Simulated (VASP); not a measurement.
Crystal: Zr2N.

```
CELL_PARAMETERS angstrom
5.41300 0.00000 0.00000
0.00000 5.41300 0.00000
0.00000 0.00000 3.30779
ATOMIC_POSITIONS crystal
Zr 0.29613 0.29613 0.00000
Zr 0.70388 0.70388 0.00000
Zr 0.79612 0.20388 0.50000
Zr 0.20388 0.79612 0.50000
N 0.00000 0.00000 0.00000
N 0.50000 0.50000 0.50000
```

Program: VASP 6.6.1. Alike in all runs: task single point; no spin polarisation; cell as given; k mesh 3 × 3 × 4; cutoff (eV) 520; smearing fermi-dirac 0.15 eV.

Question: Order these runs on this cell by their pressure, lowest first.
A. level r2SCAN; potentials or basis VASP PAW PBE potentials, release 64 (Zr_sv, N)
B. level PBEsol; potentials or basis VASP PAW PBE potentials, release 64 (Zr_sv, N)
C. level LDA; potentials or basis VASP PAW LDA potentials, release 64 (Zr_sv, N)

Answer: C (-8.2 GPa), B (-4.7 GPa), A (-0.1 GPa).

Caveats: all runs use coarse meshes; the PAW data sets were made with another functional, which shifts forces and pressure a little (at least some runs).
